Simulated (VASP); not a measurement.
Here is a VASP 6.6.1 calculation.

Contents of INCAR:

```
SYSTEM = SiC
PREC = Accurate ; ENCUT = 600
EDIFF = 1E-7 ; ISMEAR = -1
SIGMA = 0.1 ; LREAL = .FALSE.
LASPH = .TRUE. ; NELM = 60
ALGO = Normal ; ISIF = 3
LWAVE = .FALSE. ; LCHARG = .FALSE.
GGA = PE ; IBRION = 2
NSW = 60 ; EDIFFG = -0.005
PSTRESS = 210.0
```

KPOINTS

```
Automatic mesh
0
G
  16 16 16
  0 0 0
```

File POSCAR:

```
SiC
1.0
    0.0000000000      2.0876116294      2.0876116294
    2.0876116294      0.0000000000      2.0876116294
    2.0876116294      2.0876116294      0.0000000000
Si C
1 1
Direct
    0.0000000000      0.0000000000      0.0000000000
    0.2500000000      0.2500000000      0.2500000000
```

Potentials or basis: VASP PAW PBE potentials, release 64 (Si, C).

Run with:

```console
$ cat potpaw_PBE.64/Si/POTCAR potpaw_PBE.64/C/POTCAR > POTCAR
$ mpirun -np 1 vasp_std > vasp.out
```

(1) Predict the relaxed cell.

(2) What does it give for the band gap on the k mesh?

## Answers

(1) a = 3.011 Å, b = 3.011 Å, c = 3.011 Å, α = 60.00°, β = 60.00°, γ = 60.00°.

(2) 1.29 eV (least direct gap 4.61 eV).

Caveat: the cell is relaxed towards a set pressure, so the run minimises the enthalpy, not the energy.
